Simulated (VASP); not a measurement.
Wanted: the native input for a VASP 6.6.1 run.

- Task: relaxation of cell and atoms
- Functional: PBE
- Potentials or basis: VASP PAW PBE potentials, release 64 (Ta_pv, Pt, Cl)
- Cutoff: 600 eV
- k mesh: 4 × 4 × 4
- Occupations: gaussian, width 0.1 eV
- Spin: no spin polarisation
- Dipole correction: no
- Further INCAR settings: ALGO = Normal; EDIFF = 1e-06; IBRION = 2; EDIFFG = -0.04; NSW = 90; ISIF = 3

The structure of TaPtCl lies in POSCAR:

```
TaPtCl
1.0
    3.9217055890      0.0000000000      0.0000000000
    0.0000000000      3.9217055890      0.0000000000
    0.0000000000      0.0000000000      6.9017128412
Ta Pt Cl
2 2 2
Direct
    0.5000000000      0.0000000000      0.6485000000
    0.0000000000      0.5000000000      0.3515000000
    0.5000000000      0.0000000000      0.2055000000
    0.0000000000      0.5000000000      0.7945000000
    0.0000000000      0.0000000000      0.0000000000
    0.5000000000      0.5000000000      0.0000000000
```

The input as run:

INCAR

```
PREC = Accurate
ENCUT = 600
EDIFF = 1E-6
ISMEAR = 0
SIGMA = 0.1
LREAL = F
LASPH = T
NELM = 80
ALGO = Normal
ISIF = 3
LWAVE = F
LCHARG = F
GGA = PE
IBRION = 2
NSW = 90
EDIFFG = -0.04
```

KPOINTS

```
Automatic mesh
0
Gamma
  4 4 4
```

Potentials or basis: VASP PAW PBE potentials, release 64 (Ta_pv, Pt, Cl).

Launch:

```console
$ cat potpaw_PBE.64/Ta_pv/POTCAR potpaw_PBE.64/Pt/POTCAR potpaw_PBE.64/Cl/POTCAR > POTCAR
$ mpirun -np 1 vasp_std > vasp.out
```

Results of the run:

```yaml
Relaxed_volume: 17.25 Å³/atom
Relaxed_cell: a = 3.763 Å, b = 3.763 Å, c = 7.312 Å, α = 90.00°, β = 90.00°, γ = 90.00°
Space_group_after_relaxing_to_0.1_Å: P4/nmm (No. 129)
Pressure_after_relaxing: 0.0 GPa
Largest_force_after_relaxing: 0.028 eV/Å
Band_gap_on_the_k_mesh: zero (bands 28 and 29 overlap by 0.61 eV)
```

Caveat: the k points lie up to 0.42 Å⁻¹ apart in the final cell, too coarse for converged energies and pressures of a metal; spin-orbit coupling is left out, which moves the levels of the heavy elements.

It took 58 min on 1 thread of Intel Xeon 8259CL, on a shared host, peak memory 0.3 GiB.
